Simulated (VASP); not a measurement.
Write the native input for VASP 6.6.1 that does the following.

- Task: single point
- Functional: PBE
- Potentials or basis: VASP PAW PBE potentials, release 64 (Ga_d, As, N)
- Cutoff: 520 eV
- k mesh: 6 × 6 × 4
- Occupations: gaussian, width 0.1 eV
- Spin: no spin polarisation
- Dipole correction: no
- Further INCAR settings: ALGO = Normal; EDIFF = 1e-07; NBANDS = 26

The structure of Ga2AsN lies in POSCAR:

```
Ga2AsN
1.0
    3.6934368000      0.0000000000      0.0000000000
    0.0000000000      3.6934368000      0.0000000000
    0.0000000000      0.0000000000      5.2233084100
Ga As N
2 1 1
Direct
    0.0000000000      0.0000000000      0.5000000000
    0.5000000000      0.5000000000      0.0000000000
    0.0000000000      0.0000000000      0.0000000000
    0.5000000000      0.5000000000      0.5000000000
```

One way to write it, as run:

INCAR

```
PREC = Accurate
ENCUT = 520
EDIFF = 1E-7
ISMEAR = 0
SIGMA = 0.1
LREAL = False
LASPH = True
NELM = 80
ALGO = Normal
ISIF = 2
LWAVE = False
LCHARG = True
GGA = PE
LELF = True
LVHAR = True
NBANDS = 26
```

KPOINTS

```
regular mesh
0
Gamma
  6 6 4
```

Potentials or basis: VASP PAW PBE potentials, release 64 (Ga_d, As, N).

Command:

```bash
$ cat potpaw_PBE.64/Ga_d/POTCAR potpaw_PBE.64/As/POTCAR potpaw_PBE.64/N/POTCAR > POTCAR
$ mpirun -np 1 vasp_std > vasp.out
```

Results of the run:

| Property | Result |
| --- | --- |
| Pressure | -10.2 GPa |
| Band gap on the k mesh | zero (band 18 reaches 4.49 eV, above the bottom of band 19 at 2.22 eV) |

Run time: 56 s on 1 thread of Intel(R) Xeon(R) Platinum 8488C (Sapphire Rapids), on a shared host, peak memory 0.2 GiB.
